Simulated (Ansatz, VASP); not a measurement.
Two plane-wave programs on Na4Ge3W

INCAR

```
  PREC = Accurate
  ENCUT = 600
  EDIFF = 1E-6
  ISMEAR = 0
  SIGMA = 0.1
  LREAL = False
  LASPH = True
  NELM = 100
  ALGO = Fast
  ISIF = 3
  LWAVE = False
  LCHARG = False
  GGA = PE
  IBRION = 2
  NSW = 90
  EDIFFG = -0.04
```

Contents of KPOINTS:

```
Automatic mesh
0
Gamma
  4 4 4
```

The input POSCAR:

```
Na4Ge3W
1.0
    5.0286176500      0.0000000000      0.0000000000
    0.0000000000      5.0286176500      0.0000000000
    0.0000000000      0.0000000000      5.0286176500
Na Ge W
4 3 1
Direct
    0.5000000000      0.0000000000      0.0000000000
    0.5000000000      0.5000000000      0.5000000000
    0.0000000000      0.0000000000      0.5000000000
    0.0000000000      0.5000000000      0.0000000000
    0.0000000000      0.5000000000      0.5000000000
    0.5000000000      0.0000000000      0.5000000000
    0.5000000000      0.5000000000      0.0000000000
    0.0000000000      0.0000000000      0.0000000000
```

Input for Ansatz:

```yaml
crystal:
  lattice:
    - [5.02861765, 0.0, 0.0]
    - [0.0, 5.02861765, 0.0]
    - [0.0, 0.0, 5.02861765]
  atoms:
    - { symbol: Na, position: [0.5, 0.0, 0.0] }
    - { symbol: Na, position: [0.5, 0.5, 0.5] }
    - { symbol: Na, position: [0.0, 0.0, 0.5] }
    - { symbol: Na, position: [0.0, 0.5, 0.0] }
    - { symbol: Ge, position: [0.0, 0.5, 0.5] }
    - { symbol: Ge, position: [0.5, 0.0, 0.5] }
    - { symbol: Ge, position: [0.5, 0.5, 0.0] }
    - { symbol: W, position: [0.0, 0.0, 0.0] }
basis:
  ecutwfc: 420
kpoints:
  mp_grid: { grid: [4, 4, 4] }
hamiltonian:
  xc: pbe
scf:
  occupations: { method: gaussian, width: 0.1 }
  lower_state_search: "off"
output:
  forces: true
  stress: true
  eigenvalues: true
relax:
  adjacent_minimum: "off"
  f_tol: 0.04
  max_steps: 70
  cell: { stress_tol: 0.4 }
```

Change from the starting cell: species swapped into the Mg3VO4 type (Pm-3m, No. 221).

Alike in both runs: task relaxation of cell and atoms; functional PBE; k mesh 4 × 4 × 4; occupations gaussian, width 0.1 eV; no spin polarisation.

```csv
,VASP,Ansatz
version,VASP 6.6.1,Ansatz 0.2.0
potentials or method,"VASP PAW PBE potentials, release 64 (Na_pv, Ge_d, W_sv), cutoff 600 eV","scalar-relativistic, plane waves, PAW"
valence electrons in the cell,84,92
```

|  | VASP | Ansatz | Ansatz less VASP |
| --- | --- | --- | --- |
| gap on the k mesh at the Fermi level, each at its own relaxed structure (eV) | none | none | - |
| relaxed volume (Å³/atom) | 24.92 | 25.03 | +0.113 |
| relaxed length of the cell vector where the two differ most in proportion (Å) | 5.842 | 5.851 | +0.0088 |

A gap of «none» marks a metal or a gap that the smearing closes. VASP's potentials hold 84 valence electrons a cell and Ansatz's 92, so a difference there can come from the potentials and not from the codes.

Neither program's run includes spin-orbit coupling. Noted on VASP's run: the volume moved by over 15 % at a fixed basis, so the end points are rough.
